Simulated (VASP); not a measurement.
# Ti (P6/mmm) in VASP: notebook, part 2 of 2

VASP 6.6.1. The steps go on from the part before.

### 4 Relaxation of cell and atoms, PBEsol, target pressure 0.59 GPa, at which the enthalpy is minimised

This run uses another cell than the first one: it holds 3 atoms, not 1.

INCAR reads:

```
SYSTEM = Ti
ALGO     = Normal         ! electronic algorithm
EDIFF    = 1E-6           ! SCF threshold, eV
EDIFFG   = -0.005         ! ionic threshold
ENCUT    = 600            ! plane-wave cutoff, eV
GGA      = PS             ! functional
IBRION   = 2              ! ionic algorithm
ISIF     = 3              ! what is computed and relaxed
ISMEAR   = -1             ! smearing method
LASPH    = .True.         ! aspherical terms in the spheres
LCHARG   = .False.        ! write CHGCAR
LREAL    = .False.        ! projectors in reciprocal space
LWAVE    = .False.        ! write WAVECAR
NELM     = 60             ! most SCF steps
NSW      = 32             ! ionic steps
PREC     = Accurate       ! precision mode
PSTRESS  = 5.8999999999999995
SIGMA    = 0.08           ! smearing width, eV
```

KPOINTS reads:

```
k-points
0
Gamma
  8 8 11
  0 0 0
```

POSCAR reads:

```
Ti
1.0
    4.5079057592      0.0000000000      0.0000000000
   -2.2539528796      3.9039609054      0.0000000000
    0.0000000000      0.0000000000      2.7944927602
Ti
3
Direct
    0.0000000000      0.0000000000      0.0000000000
    0.3333333333      0.6666666667      0.5000000000
    0.6666666667      0.3333333333      0.5000000000
```

Potentials or basis: VASP PAW PBE potentials, release 64 (Ti_sv).

The run is started by

```console
$ cat potpaw_PBE.64/Ti_sv/POTCAR > POTCAR
$ mpirun -np 1 vasp_std > vasp.out
```

OUTCAR:

```text
SYSTEM = Ti
   EDIFF = 1E-6
   EDIFFG = -0.005
   ENCUT = 600
   GGA = PS
   IBRION = 2
   ISIF = 3
   ISMEAR = -1
   LASPH = .True.
   LREAL = .False.
   NELM = 60
   NSW = 32
   PREC = Accurate
   PSTRESS = 5.8999999999999995

 ion  position               nearest neighbor table
   1  0.000  0.000  0.000-
   2  0.333  0.667  0.500-   3 2.60   3 2.60   3 2.60
   3  0.667  0.333  0.500-   2 2.60   2 2.60   2 2.60

  LATTYP: Found a hexagonal cell.
 ALAT       =     4.5079057592
 C/A-ratio  =     0.6199093125

  Lattice vectors:

 A1 = (   4.5079057592,   0.0000000000,   0.0000000000)
 A2 = (  -2.2539528796,   3.9039609054,   0.0000000000)
 A3 = (   0.0000000000,   0.0000000000,   2.7944927602)

Analysis of symmetry for initial positions (statically):
=====================================================================
 Subroutine PRICEL returns:
 Original cell was already a primitive cell.

 Routine SETGRP: Setting up the symmetry group for a
 hexagonal supercell.

 Subroutine GETGRP returns: Found 24 space group operations
 (whereof 24 operations were pure point group operations)
 out of a pool of 24 trial point group operations.

The static configuration has the point symmetry D_6h.

Analysis of symmetry for dynamics (positions and initial velocities):
=====================================================================
 Subroutine PRICEL returns:
 Original cell was already a primitive cell.

 Routine SETGRP: Setting up the symmetry group for a
 hexagonal supercell.

 Subroutine GETGRP returns: Found 24 space group operations
 (whereof 24 operations were pure point group operations)
 out of a pool of 24 trial point group operations.

The dynamic configuration has the point symmetry D_6h.
[... 115 lines left out ...]
   EFERMI =   0.00;   METHOD = LEGACY
   ISMEAR =    -1;   SIGMA  =   0.08  broadening in eV -4-tet -1-fermi 0-gaus
   EFERMI_NEDOS =   21; number of points for ismear=-14 and -15
   IALGO  =     38    algorithm
   IMIX   =      4    mixing-type and parameters
     AMIX     =   0.40;   BMIX     =  1.00
     AMIX_MAG =   1.60;   BMIX_MAG =  1.00
  volume/ion in A,a.u.               =      16.39       110.63
  Fermi-wavevector in a.u.,A,eV,Ry     =   1.475416  2.788132 29.617886  2.176853
  Thomas-Fermi vector in A             =   2.590068
   LORBIT       =      0    0 simple, 1 ext, 2 COOP (PROOUT), +10 PAW based schemes
   GGA     = PS    functional components
   LHFCALC =     F    Hartree Fock is set to
   AEXX    =    0.0000 exact exchange contribution
   IVDW    =     0    specifies the selected vdW correction
   LEPSILON=     F    determine dielectric tensor
   LRPA    =     F    only Hartree local field effects (RPA)
 conjugate gradient relaxation of ions
 non-spin polarized calculation
  energy-cutoff  :      600.00
  volume of cell :       49.18
 maximum number of plane-waves:      1661
 NGX is ok and might be reduce to    36

--------------------------------------- Ionic step        1  -------------------------------------------

 number of electron      36.0000009 magnetization

 Free energy of the ion-electron system (eV)
  ---------------------------------------------------
  ext. energy  EPLUGINS =         0.00000000
  ---------------------------------------------------
  free energy    TOTEN  =       -25.08844396 eV

  energy without entropy =      -25.02696825  energy(sigma->0) =      -25.05770610

------------------------ aborting loop because EDIFF is reached ----------------------------------------

  FORCE on cell =-STRESS in cart. coord.  units (eV):
  Direction    XX          YY          ZZ          XY          YZ          ZX
  --------------------------------------------------------------------------------------
  -------------------------------------------------------------------------------------
  Total        0.1139210      0.1139210      0.1257252      0.0000000      0.0000000     -0.0000000
  in kB        3.7113418      3.7113418      4.0959020      0.0000000      0.0000000     -0.0000000
  external PRESSURE =      -2.0604715 kB  Pullay stress =       5.9000000 kB
[... 104 lines left out ...]
--------------------------------------- Ionic step        4  -------------------------------------------

 number of electron      36.0000010 magnetization

 Free energy of the ion-electron system (eV)
  ---------------------------------------------------
  ext. energy  EPLUGINS =         0.00000000
  ---------------------------------------------------
  free energy    TOTEN  =       -25.08818706 eV

  energy without entropy =      -25.02679351  energy(sigma->0) =      -25.05749029

 E-fermi :   8.7238     XC(G=0): -11.9229

 val. band max:        8.7223924654   @ k =   0.2500   0.0000   0.0909
 cond. band min:       8.7432520736   @ k =   0.3750   0.0000   0.0000
 fundamental gap:      0.0208596082
 Fermi energy:         8.7238485643

 k-point     1 :       0.0000    0.0000    0.0000
  band No.  band energies     occupation
      1     -47.8215      2.00000
      2     -47.5716      2.00000
      3     -47.3798      2.00000
      4     -24.2529      2.00000
      5     -24.2529      2.00000
      6     -24.1862      2.00000
[... 589 lines left out ...]
     21       9.5584      0.00006
     22       9.8206      0.00000

 [... further k-points ...]
[... 5 lines left out ...]
  --------------------------------------------------------------------------------------
  -------------------------------------------------------------------------------------
  Total        0.1887398      0.1887398      0.1953692      0.0000000      0.0000000      0.0000000
  in kB        6.1606266      6.1606266      6.3770173      0.0000000      0.0000000      0.0000000
  external PRESSURE =       0.3327568 kB  Pullay stress =       5.9000000 kB
[... 22 lines left out ...]
  energy  without entropy=      -25.0267935146  energy(sigma->0) =      -25.05749029

  enthalpy is  TOTEN    =       -24.9074319729 eV   P V=        0.1807550826

 reached required accuracy - stopping structural energy minimisation
```

OSZICAR:

```text
N       E                     dE             d eps       ncg     rms          rms(c)
DAV:   1     0.441894069788E+03    0.44189E+03   -0.20646E+04  2640   0.225E+03
DAV:   2     0.232828898573E+02   -0.41861E+03   -0.41434E+03  2652   0.595E+02
DAV:   3    -0.240284059300E+02   -0.47311E+02   -0.46314E+02  5098   0.169E+02
[... 36 lines left out ...]
DAV:   2    -0.250881929893E+02    0.11185E-03   -0.60991E-04  3736   0.267E-01    0.294E-02
DAV:   3    -0.250882001843E+02   -0.71950E-05   -0.23061E-04  3966   0.164E-01    0.362E-02
DAV:   4    -0.250881845316E+02    0.15653E-04   -0.14293E-04  3720   0.131E-01    0.861E-03
DAV:   5    -0.250881861090E+02   -0.15774E-05   -0.10102E-05  3612   0.281E-02    0.360E-03
DAV:   6    -0.250881870555E+02   -0.94645E-06   -0.15175E-06  1978   0.978E-03
   4 F= -.24907432E+02 E0= -.24876735E+02  d E =-.906214E-04
```

CONTCAR:

```text
Ti
   1.00000000000000
     4.5048409417595181    0.0000000000000000   -0.0000000000000000
    -2.2524204708797591    3.9013066956386893    0.0000000000000000
    -0.0000000000000000    0.0000000000000000    2.7929266765577663
  Ti
     3
Direct
     0.0000000000000000    0.0000000000000000    0.0000000000000000
     0.3333333332999970    0.6666666667000030    0.5000000000000000
     0.6666666667000030    0.3333333332999970    0.5000000000000000

  0.00000000E+00  0.00000000E+00  0.00000000E+00
  0.00000000E+00  0.00000000E+00  0.00000000E+00
  0.00000000E+00  0.00000000E+00  0.00000000E+00
```

It took 3.4 min on 1 thread of Intel Xeon 8259CL, shared host; peak memory 0.22 GiB.

What came out:

| Property | Result |
| --- | --- |
| Free energy | -25.0882 eV |
| Relaxed volume | 16.36 Å³/atom |
| Relaxed cell | a = 4.505 Å, b = 4.505 Å, c = 2.793 Å, α = 90.00°, β = 90.00°, γ = 120.00° |
| Space group after relaxing (to 0.1 Å) | P6/mmm (No. 191) |
| Energy change on relaxing (the run minimises the enthalpy) | +0.1 meV/atom |
| Ionic steps | 4 |
| Pressure after relaxing | 0.6 GPa |
| Band gap on the k mesh | zero (bands 18 and 19 overlap by 0.36 eV) |

Step by step:
```
step  energy change (eV)  largest force (eV/Å)  pressure (GPa)  volume (Å³)
   1              0.0000                0.0000            0.38        49.18
   2              0.0005                0.0000            0.67        49.03
   3              0.0003                0.0000            0.65        49.06
   4              0.0003                0.0000            0.62        49.09
```

Final structure:
```cif
data_structure
_symmetry_space_group_name_H-M 'P 1'
_symmetry_Int_Tables_number 1
_cell_length_a 4.5048
_cell_length_b 4.5048
_cell_length_c 2.7929
_cell_angle_alpha 90.000
_cell_angle_beta 90.000
_cell_angle_gamma 120.000
_cell_volume 49.09
loop_
_atom_site_label
_atom_site_type_symbol
_atom_site_fract_x
_atom_site_fract_y
_atom_site_fract_z
_atom_site_occupancy
Ti1 Ti 0.00000 0.00000 0.00000 1
Ti2 Ti 0.33333 0.66667 0.50000 1
Ti3 Ti 0.66667 0.33333 0.50000 1
```

Levels at points of the mesh, in eV from the Fermi level:
```csv
k point,band 15,band 16,band 17,band 18,band 19,band 20,band 21,band 22
"(0.00, 0.00, 0.00)",-0.70,-0.70,-0.60,-0.60,0.00,0.73,1.36,1.36
"(0.50, 0.00, 0.00)",-2.73,-0.44,-0.42,-0.37,0.06,0.58,1.07,1.29
```

Caveat: the cell is relaxed towards a set pressure, so the run minimises the enthalpy, not the energy; the PAW data sets were made with another functional, which shifts forces and pressure a little.

### 5 Relaxation of cell and atoms, PBEsol, target pressure 0.59 GPa, at which the enthalpy is minimised

This run uses another cell than the first one: it holds 3 atoms, not 1.

INCAR reads:

```
SYSTEM = Ti
  PREC = Accurate
  ENCUT = 600
  EDIFF = 1E-6
  ISMEAR = -1
  SIGMA = 0.08
  LREAL = .FALSE.
  LASPH = .TRUE.
  NELM = 100
  ALGO = Normal
  ISIF = 3
  LWAVE = .FALSE.
  LCHARG = .FALSE.
  GGA = PS
  IBRION = 2
  NSW = 60
  EDIFFG = -0.005
  PSTRESS = 5.8999999999999995
```

KPOINTS reads:

```
Automatic mesh
0
G
  8 8 11
  0 0 0
```

POSCAR reads:

```
Ti
1.0
    4.5284008831      0.0000000000      0.0000000000
   -2.2642004415      3.9217102033      0.0000000000
    0.0000000000      0.0000000000      2.8076085475
Ti
3
Direct
    0.0000000000      0.0000000000      0.0000000000
    0.3333333333      0.6666666667      0.5000000000
    0.6666666667      0.3333333333      0.5000000000
```

The run is started by

```console
$ cat potpaw_PBE.64/Ti_sv/POTCAR > POTCAR
$ mpirun -np 1 vasp_std > vasp.out
```

Wall time 8.1 min (1 thread of Intel Xeon 8259CL, shared host); peak memory 0.22 GiB.

It converged, with:

* Free energy: -25.0884 eV
* Relaxed volume: 16.35 Å³/atom
* Relaxed cell: a = 4.504 Å, b = 4.504 Å, c = 2.793 Å, α = 90.00°, β = 90.00°, γ = 120.00°
* Space group after relaxing (to 0.1 Å): P6/mmm (No. 191)
* Energy change on relaxing (the run minimises the enthalpy): -0.6 meV/atom
* Ionic steps: 10
* Pressure after relaxing: 0.6 GPa
* Band gap on the k mesh: zero (bands 18 and 19 overlap by 0.36 eV)

Step by step:
```
step  energy change (eV)  largest force (eV/Å)  pressure (GPa)  volume (Å³)
   1              0.0000                0.0000           -1.25        49.86
   2              0.0029                0.0000            2.04        48.50
   3             -0.0018                0.0000            0.60        49.06
   4             -0.0018                0.0000            0.63        49.08
   5             -0.0020                0.0000           -0.34        49.47
   6             -0.0019                0.0000            0.52        49.10
   7             -0.0019                0.0000            0.52        49.09
   8             -0.0019                0.0000            0.53        49.09
   9             -0.0018                0.0000            0.52        49.08
  10             -0.0017                0.0000            0.61        49.05
```

Final structure:
```
Ti
1.0
     4.50360    0.00000    0.00000
    -2.25180    3.90024    0.00000
     0.00000    0.00000    2.79267
Ti
3
Cartesian
  0.0000 0.0000 0.0000
  0.0000 2.6002 1.3963
  2.2518 1.3001 1.3963
```

Levels at points of the mesh, in eV from the Fermi level:
```csv
k point,band 15,band 16,band 17,band 18,band 19,band 20,band 21,band 22
"(0.00, 0.00, 0.00)",-0.70,-0.70,-0.60,-0.60,0.00,0.73,1.36,1.36
"(0.50, 0.00, 0.00)",-2.73,-0.45,-0.42,-0.37,0.06,0.58,1.06,1.29
```

Caveat: the cell is relaxed towards a set pressure, so the run minimises the enthalpy, not the energy; the PAW data sets were made with another functional, which shifts forces and pressure a little.

### 6 Summary

| cell | k mesh | gap on the mesh (eV) | pressure (GPa) |
| --- | --- | --- | --- |
| relaxed to 0.59 GPa from a = 2.688, b = 2.688, c = 2.687 Å, angles 90.0, 90.0, 120.0°, 1 atom, atomic positions A | 16 × 16 × 15 | none | 0.6 |
| relaxed to 0.59 GPa from a = 2.769, b = 2.769, c = 2.603 Å, angles 90.0, 90.0, 120.0°, 1 atom, atomic positions A | 16 × 16 × 15 | none | 0.6 |
| relaxed to 0.59 GPa from a = 4.508, b = 4.508, c = 2.794 Å, angles 90.0, 90.0, 120.0°, 3 atoms, atomic positions B | 8 × 8 × 11 | none | 0.6 |
| relaxed to 0.59 GPa from a = 4.528, b = 4.528, c = 2.808 Å, angles 90.0, 90.0, 120.0°, 3 atoms, atomic positions B | 8 × 8 × 11 | none | 0.6 |

Alike in all rows: task relaxation of cell and atoms; level PBEsol; potentials or basis VASP PAW PBE potentials, release 64 (Ti_sv); no spin polarisation; cutoff (eV) 600; smearing fermi-dirac 0.08 eV.

Caveats: the cell is relaxed towards a set pressure, so the run minimises the enthalpy, not the energy; the PAW data sets were made with another functional, which shifts forces and pressure a little.

Absolute energies hang on the potentials; compare differences alone.

The gap in the log of VASP goes by the Fermi energy; the results here count the filled bands.